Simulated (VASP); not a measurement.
# Cd (P6_3/mmc) in VASP: single point with r2SCAN

Aim: the single point of Cd with r2SCAN.

Program: VASP 6.6.1. These are calculated values, not measurements. Logs are shortened: lines on timing, memory, paths and dates and some standing lists are left out, and cuts for length are marked.

### 1 The cell of the first run

The structure is hexagonal, space group P6_3/mmc (No. 194). The conventional cell has a = 2.963 Å, b = 2.963 Å, c = 5.792 Å, α = 90.00°, β = 90.00°, γ = 120.00°. Cd (site symmetry -6m2) has 12 Cd at 2.96 to 3.36 Å within 3.9 Å.

### 2 Single point, r2SCAN

POSCAR

```
Cd
1.0
    2.9625381337      0.0000000000      0.0000000000
   -1.4812690669      2.5656332834      0.0000000000
    0.0000000000      0.0000000000      5.7924878941
Cd
2
Direct
    0.3333333333      0.6666666667      0.2500000000
    0.6666666667      0.3333333333      0.7500000000
```

INCAR.step1

```
  PREC = Accurate
  ENCUT = 520
  ISMEAR = 0
  SIGMA = 0.1
  LREAL = False
  LASPH = True
  NELM = 60
  NBANDS = 19
  GGA = PE
  ALGO = Normal
  EDIFF = 1E-4
  LWAVE = True
  LCHARG = False
```

INCAR.step2

```
  PREC = Accurate
  ENCUT = 520
  EDIFF = 1E-7
  ISMEAR = 0
  SIGMA = 0.1
  LREAL = False
  LASPH = True
  NELM = 60
  ALGO = Normal
  ISIF = 2
  LWAVE = False
  LCHARG = False
  METAGGA = R2SCAN
  LMIXTAU = True
  NBANDS = 19
  ISTART = 1
```

KPOINTS

```
Automatic mesh
0
Gamma
  18 18 8
```

Potentials or basis: VASP PAW PBE potentials, release 64 (Cd).

The run is started by

```
> cat potpaw_PBE.64/Cd/POTCAR > POTCAR
> cp INCAR.step1 INCAR
> mpirun -np 1 vasp_std > vasp.out
> cp INCAR.step2 INCAR
> mpirun -np 1 vasp_std > vasp.out
```

OUTCAR:

```text
PREC = Accurate
   ENCUT = 520
   EDIFF = 1E-7
   ISMEAR = 0
   LREAL = False
   LASPH = True
   NELM = 60
   ISIF = 2
   METAGGA = R2SCAN
   ISTART = 1

 ion  position               nearest neighbor table
   1  0.333  0.667  0.250-   2 3.36   2 3.36   2 3.36   2 3.36   2 3.36   2 3.36
   2  0.667  0.333  0.750-   1 3.36   1 3.36   1 3.36   1 3.36   1 3.36   1 3.36

  LATTYP: Found a hexagonal cell.
 ALAT       =     2.9625381337
 C/A-ratio  =     1.9552450070

  Lattice vectors:

 A1 = (   2.9625381337,   0.0000000000,   0.0000000000)
 A2 = (  -1.4812690669,   2.5656332834,   0.0000000000)
 A3 = (   0.0000000000,   0.0000000000,   5.7924878941)

Analysis of symmetry for initial positions (statically):
=====================================================================
 Subroutine PRICEL returns:
 Original cell was already a primitive cell.

 Routine SETGRP: Setting up the symmetry group for a
 hexagonal supercell.

 Subroutine GETGRP returns: Found 24 space group operations
 (whereof 12 operations were pure point group operations)
 out of a pool of 24 trial point group operations.

The static configuration has the point symmetry D_3d.
 The point group associated with its full space group is D_6h.

Analysis of symmetry for dynamics (positions and initial velocities):
=====================================================================
 Subroutine PRICEL returns:
 Original cell was already a primitive cell.

 Routine SETGRP: Setting up the symmetry group for a
 hexagonal supercell.

 Subroutine GETGRP returns: Found 24 space group operations
 (whereof 12 operations were pure point group operations)
 out of a pool of 24 trial point group operations.

The dynamic configuration has the point symmetry D_3d.
 The point group associated with its full space group is D_6h.

 Subroutine INISYM returns: Found 24 space group operations
 (whereof 12 operations are pure point group operations),
 and found     1 'primitive' translations

----------------------------------------------------------------------------------------

                                     Primitive cell

  volume of cell :      44.0275

  direct lattice vectors                    reciprocal lattice vectors
     2.962538134  0.000000000  0.000000000     0.337548398  0.194883658  0.000000000
    -1.481269067  2.565633283  0.000000000     0.000000000  0.389767317  0.000000000
     0.000000000  0.000000000  5.792487894     0.000000000  0.000000000  0.172637391

  length of vectors
     2.962538134  2.962538134  5.792487894     0.389767316  0.389767317  0.172637391

  position of ions in fractional coordinates (direct lattice)
     0.333333333  0.666666667  0.250000000
     0.666666667  0.333333333  0.750000000

  ion indices of the primitive-cell ions
   primitive index   ion index
                 1           1
                 2           2

----------------------------------------------------------------------------------------

 KPOINTS: Automatic mesh

Automatic generation of k-mesh.
 Grid dimensions read from file:
 generate k-points for:   18   18    8

 Generating k-lattice:

  Cartesian coordinates                     Fractional coordinates (reciprocal lattice)
     0.018752689  0.010826870  0.000000000     0.055555556  0.000000000  0.000000000
     0.000000000  0.021653740  0.000000000     0.000000000  0.055555556  0.000000000
     0.000000000  0.000000000  0.021579674     0.000000000  0.000000000  0.125000000

  Length of vectors
     0.021653740  0.021653740  0.021579674

  Shift w.r.t. Gamma in fractional coordinates (k-lattice)
     0.000000000  0.000000000  0.000000000

 Subroutine IBZKPT returns following result:
 ===========================================

 Found    185 irreducible k-points:

 Following reciprocal coordinates:
            Coordinates               Weight
  0.000000  0.000000  0.000000      1.000000
  0.055556 -0.000000  0.000000      6.000000
  0.111111 -0.000000  0.000000      6.000000
  0.166667 -0.000000  0.000000      6.000000
  0.222222  0.000000  0.000000      6.000000
  0.277778  0.000000  0.000000      6.000000
[... 16 lines left out ...]
  0.333333  0.111111  0.000000     12.000000
  0.388889  0.111111  0.000000     12.000000
 [... further k-points ...]
   k-points           NKPTS =    185   k-points in BZ     NKDIM =    185   number of bands    NBANDS=     19
   number of dos      NEDOS =    301   number of ions     NIONS =      2
   total plane-waves  NPLWV =  27648
   dimension x,y,z NGX =    24 NGY =   24 NGZ =   48
   dimension x,y,z NGXF=    48 NGYF=   48 NGZF=   96
   ions per type =               2
   NGX,Y,Z   is equivalent  to a cutoff of  13.47, 13.47, 13.78 a.u.
   NGXF,Y,Z  is equivalent  to a cutoff of  26.94, 26.94, 27.55 a.u.
 SYSTEM =  unknown system
   PREC   = accura    normal or accurate (medium, high low for compatibility)
   ISTART =      1    job   : 0-new  1-cont  2-samecut
   ICHARG =      0    charge: 1-file 2-atom 10-const
   ISPIN  =      1    spin polarized calculation?
   LNONCOLLINEAR =      F non collinear calculations
   LSORBIT =      F    spin-orbit coupling
   LASPH  =      T    aspherical Exc in radial PAW
   ENCUT  =  520.0 eV  38.22 Ry    6.18 a.u.   5.51  5.51 10.77*2*pi/ulx,y,z
   NELM   =     60;   NELMIN=  2; NELMDL=  0     # of ELM steps
   EDIFF  = 0.1E-06   stopping-criterion for ELM
   LREAL  =      F    real-space projection
   EDIFFG = 0.1E-05   stopping-criterion for IOM
   NSW    =      0    number of steps for IOM
   IBRION =     -1    ionic relax: 0-MD 1-quasi-New 2-CG
   NFREE  =      0    steps in history (QN), initial steepest desc. (CG)
   ISIF   =      2    stress and relaxation
   ISYM   =      2    0-nonsym 1-usesym 2-fastsym
   POTIM  = 0.5000    time-step for ionic-motion
   TEBEG  =    0.0;   TEEND  =   0.0 temperature during run
   PSTRESS=    0.0 pullay stress
   NELECT =      24.0000    total number of electrons
   NUPDOWN=      -1.0000    fix difference up-down
   EMIN   =  10.00;   EMAX   =-10.00  energy-range for DOS
   EFERMI =   0.00;   METHOD = LEGACY
   ISMEAR =     0;   SIGMA  =   0.10  broadening in eV -4-tet -1-fermi 0-gaus
   EFERMI_NEDOS =   21; number of points for ismear=-14 and -15
   IALGO  =     38    algorithm
   IMIX   =      4    mixing-type and parameters
     AMIX     =   0.40;   BMIX     =  1.00
     AMIX_MAG =   1.60;   BMIX_MAG =  1.00
  volume/ion in A,a.u.               =      22.01       148.56
  Fermi-wavevector in a.u.,A,eV,Ry     =   1.337326  2.527180 24.333222  1.788441
  Thomas-Fermi vector in A             =   2.465884
   LORBIT       =      0    0 simple, 1 ext, 2 COOP (PROOUT), +10 PAW based schemes
   METAGGA = R2SCAN    functional components
   LHFCALC =     F    Hartree Fock is set to
   AEXX    =    0.0000 exact exchange contribution
   IVDW    =     0    specifies the selected vdW correction
   LEPSILON=     F    determine dielectric tensor
   LRPA    =     F    only Hartree local field effects (RPA)
 non-spin polarized calculation
 Gauss-broadening in eV      SIGMA  =   0.10
  energy-cutoff  :      520.00
  volume of cell :       44.03
 maximum number of plane-waves:      1216
 NGX is ok and might be reduce to    24
   NGX = 11   NGY = 11   NGZ = 21

 number of electron      23.9999990 magnetization

 Free energy of the ion-electron system (eV)
  ---------------------------------------------------
  ext. energy  EPLUGINS =         0.00000000
  ---------------------------------------------------
  free energy    TOTEN  =       -40.20242185 eV

  energy without entropy =      -40.20060338  energy(sigma->0) =      -40.20151261

 E-fermi :   2.8246     XC(G=0): -11.6750

 val. band max:        2.8159736352   @ k =   0.2222   0.0556   0.1250
 cond. band min:       2.8547924917   @ k =   0.1111  -0.0000   0.2500
 fundamental gap:      0.0388188565
 Fermi energy:         2.8246286743

 k-point     1 :       0.0000    0.0000    0.0000
  band No.  band energies     occupation
      1      -7.5594      2.00000
      2      -7.3396      2.00000
      3      -6.8765      2.00000
      4      -6.8765      2.00000
      5      -6.8352      2.00000
      6      -6.8352      2.00000
[... 11 lines left out ...]
     18      18.8927      0.00000
     19      19.3047      0.00000

 k-point     2 :       0.0556   -0.0000    0.0000
  band No.  band energies     occupation
      1      -7.5239      2.00000
      2      -7.3048      2.00000
      3      -6.8903      2.00000
      4      -6.8480      2.00000
      5      -6.8461      2.00000
      6      -6.8056      2.00000
[... 11 lines left out ...]
     18      18.1073      0.00000
     19      19.7125      0.00000

 k-point     3 :       0.1111   -0.0000    0.0000
  band No.  band energies     occupation
      1      -7.4323      2.00000
      2      -7.2234      2.00000
      3      -6.9256      2.00000
      4      -6.8741      2.00000
      5      -6.7577      2.00000
      6      -6.7196      2.00000
[... 11 lines left out ...]
     18      17.6392      0.00000
     19      19.5063      0.00000

 k-point     4 :       0.1667   -0.0000    0.0000
  band No.  band energies     occupation
      1      -7.3489      2.00000
      2      -7.1495      2.00000
      3      -6.9714      2.00000
      4      -6.8468      2.00000
      5      -6.6197      2.00000
      6      -6.5856      2.00000
[... 11 lines left out ...]
     18      17.2635      0.00000
     19      17.5805      0.00000

 k-point     5 :       0.2222    0.0000    0.0000
  band No.  band energies     occupation
      1      -7.3649      2.00000
      2      -7.1673      2.00000
      3      -6.9190      2.00000
      4      -6.7305      2.00000
      5      -6.7300      2.00000
      6      -6.5052      2.00000
[... 11 lines left out ...]
     18      15.9002      0.00000
     19      16.9905      0.00000

 k-point     6 :       0.2778    0.0000    0.0000
  band No.  band energies     occupation
      1      -7.4478      2.00000
      2      -7.2645      2.00000
      3      -6.9114      2.00000
      4      -6.7885      2.00000
      5      -6.6188      2.00000
      6      -6.5633      2.00000
[... 11 lines left out ...]
     18      15.7383      0.00000
     19      16.7314      0.00000

 k-point     7 :       0.3333   -0.0000    0.0000
  band No.  band energies     occupation
      1      -7.5432      2.00000
      2      -7.3669      2.00000
      3      -7.0683      2.00000
      4      -6.7198      2.00000
      5      -6.6694      2.00000
      6      -6.5163      2.00000
[... 11 lines left out ...]
     18      16.5279      0.00000
     19      16.6595      0.00000

 k-point     8 :       0.3889    0.0000    0.0000
  band No.  band energies     occupation
      1      -7.6251      2.00000
      2      -7.4519      2.00000
      3      -7.1874      2.00000
      4      -6.7996      2.00000
      5      -6.5769      2.00000
      6      -6.5494      2.00000
[... 256 lines left out ...]
 k-point    20 :       0.1667    0.1111    0.0000
  band No.  band energies     occupation
      1      -7.2293      2.00000
      2      -7.0604      2.00000
      3      -7.0142      2.00000
      4      -6.8441      2.00000
      5      -6.7533      2.00000
      6      -6.6193      2.00000
[... 11 lines left out ...]
     18      16.0413      0.00000
     19      16.3241      0.00000

 k-point    21 :       0.2222    0.1111    0.0000
  band No.  band energies     occupation
      1      -7.3173      2.00000
      2      -7.1416      2.00000
      3      -6.9176      2.00000
      4      -6.8738      2.00000
      5      -6.6942      2.00000
      6      -6.6808      2.00000
[... 11 lines left out ...]
     18      15.6164      0.00000
     19      15.8012      0.00000

 k-point    22 :       0.2778    0.1111    0.0000
  band No.  band energies     occupation
      1      -7.4130      2.00000
      2      -7.2364      2.00000
      3      -7.0582      2.00000
      4      -6.7587      2.00000
      5      -6.7217      2.00000
      6      -6.5236      2.00000
[... 11 lines left out ...]
     18      14.9927      0.00000
     19      15.7573      0.00000

 k-point    23 :       0.3333    0.1111    0.0000
  band No.  band energies     occupation
      1      -7.4930      2.00000
      2      -7.3149      2.00000
      3      -7.1645      2.00000
      4      -6.8079      2.00000
      5      -6.6015      2.00000
      6      -6.5808      2.00000
[... 11 lines left out ...]
     18      14.5072      0.00000
     19      15.4462      0.00000

 k-point    24 :       0.3889    0.1111    0.0000
  band No.  band energies     occupation
      1      -7.5454      2.00000
      2      -7.3663      2.00000
      3      -7.2303      2.00000
      4      -6.8386      2.00000
      5      -6.6190      2.00000
      6      -6.5258      2.00000
[... 11 lines left out ...]
     18      14.1994      0.00000
     19      15.2437      0.00000

 [... further k-points ...]

------------------------ aborting loop because EDIFF is reached ----------------------------------------

  FORCE on cell =-STRESS in cart. coord.  units (eV):
  Direction    XX          YY          ZZ          XY          YZ          ZX
  --------------------------------------------------------------------------------------
  -------------------------------------------------------------------------------------
  Total        0.1118375      0.1118375      0.0685247     -0.0000000      0.0000000      0.0000000
  in kB        4.0698105      4.0698105      2.4936419     -0.0000000      0.0000000      0.0000000
  external PRESSURE =       3.5444210 kB  Pullay stress =       0.0000000 kB

 VOLUME and BASIS-vectors are now :
 -----------------------------------------------------------------------------
  energy-cutoff  :      520.00
  volume of cell :       44.03
      direct lattice vectors                 reciprocal lattice vectors
     2.962538134  0.000000000  0.000000000     0.337548398  0.194883658  0.000000000
    -1.481269067  2.565633283  0.000000000     0.000000000  0.389767317  0.000000000
     0.000000000  0.000000000  5.792487894     0.000000000  0.000000000  0.172637391

 POSITION                                       TOTAL-FORCE (eV/Angst)
 -----------------------------------------------------------------------------------
     -0.00000      1.71042      1.44812        -0.000000     -0.000000      0.000000
      1.48127      0.85521      4.34437         0.000000      0.000000      0.000000
 -----------------------------------------------------------------------------------
    total drift:                               -0.000000      0.000000     -0.000000

  FREE ENERGIE OF THE ION-ELECTRON SYSTEM (eV)
  ---------------------------------------------------
  free  energy   TOTEN  =       -40.2024218452 eV

  energy  without entropy=      -40.2006033761  energy(sigma->0) =      -40.20151261
```

Wall time 10 min (1 thread of Oxide Virtual Turin-like, shared host); peak memory 0.23 GiB.

Results:

* Free energy: -40.2024 eV
* Pressure: 0.4 GPa
* Band gap on the k mesh: zero (bands 12 and 13 overlap by 4.78 eV)

Caveat: the PAW data sets were made with another functional, which shifts forces and pressure a little.

The gap in the log of VASP goes by the Fermi energy; the results here count the filled bands.